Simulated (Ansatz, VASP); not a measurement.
AlN: VASP beside Ansatz

INCAR

```
PREC     = Accurate       # precision mode
ENCUT    = 520            # plane-wave cutoff, eV
EDIFF    = 1E-6           # SCF threshold, eV
ISMEAR   = 0              # smearing method
SIGMA    = 0.05           # smearing width, eV
LREAL    = False          # projectors in reciprocal space
LASPH    = True           # aspherical terms in the spheres
NELM     = 100            # most SCF steps
ALGO     = Normal         # electronic algorithm
ISIF     = 2              # what is computed and relaxed
LWAVE    = False          # write WAVECAR
LCHARG   = False          # write CHGCAR
GGA      = CA             # functional
NBANDS   = 26             # bands
```

The input KPOINTS:

```
regular mesh
0
Gamma
  8 6 4
```

POSCAR

```
AlN
1.0
   -1.6378403119      2.8368226349      0.0000000000
    0.0000000000      0.0000000000      4.1006264518
    4.9135209358      2.8368226349      0.0000000000
Al N
4 4
Direct
    0.4962873517      0.7500000000      0.0392466896
    1.0000000000      0.7500000000      0.6666666667
    0.0000000000      0.2500000000      0.3333333333
    0.5000000000      0.2500000000      0.8333333333
    0.5000000000      0.2500000000      0.1666666667
    1.0000000000      0.2500000000      0.6666666667
    0.0000000000      0.7500000000      0.3333333333
    0.5000000000      0.7500000000      0.8333333333
```

Input for Ansatz:

```yaml
crystal:
  lattice:
    - [-1.6378403119, 2.8368226349, 0.0]
    - [0.0, 0.0, 4.1006264518]
    - [4.9135209358, 2.8368226349, 0.0]
  atoms:
    - { symbol: Al, position: [0.4962873517, 0.75, 0.0392466896] }
    - { symbol: Al, position: [1.0, 0.75, 0.6666666667] }
    - { symbol: Al, position: [0.0, 0.25, 0.3333333333] }
    - { symbol: Al, position: [0.5, 0.25, 0.8333333333] }
    - { symbol: "N", position: [0.5, 0.25, 0.1666666667] }
    - { symbol: "N", position: [1.0, 0.25, 0.6666666667] }
    - { symbol: "N", position: [0.0, 0.75, 0.3333333333] }
    - { symbol: "N", position: [0.5, 0.75, 0.8333333333] }
basis:
  ecutwfc: 420
kpoints:
  mp_grid: { grid: [8, 6, 4] }
hamiltonian:
  xc: lda
  pseudopotentials: { kind: paw, azcp: { folder: soft_1 } }
scf:
  occupations: { method: gaussian, width: 0.05 }
output:
  forces: true
  stress: true
  eigenvalues: true
```

Alike in both runs: task single point; functional LDA; k mesh 8 × 6 × 4; occupations gaussian, width 0.05 eV; no spin polarisation.

```csv
,VASP,Ansatz
version,VASP 6.6.1,Ansatz 0.2.0
potentials or method,"VASP PAW LDA potentials, release 64 (Al, N), cutoff 520 eV","scalar-relativistic, plane waves, PAW"
valence electrons in the cell,32,32
```

VASP gave:

| Quantity | Value |
| --- | --- |
| gap on the k mesh at the Fermi level (eV) | 0.81 |
| least direct gap on the mesh (eV) | 0.87 |
| rms of the force components (eV/Å) | 20.137 |

What did Ansatz give for the same quantities?

gap on the k mesh at the Fermi level (eV): 0.77; least direct gap on the mesh (eV): 0.83; rms of the force components (eV/Å): 21.832.

Ansatz warns that its potentials were made for another functional, while VASP's fit it. LDA's correlation is that of Perdew and Zunger in VASP and of Perdew and Wang (1992) in Ansatz. Atom by atom the forces differ by 1.701 eV/Å (rms over components).
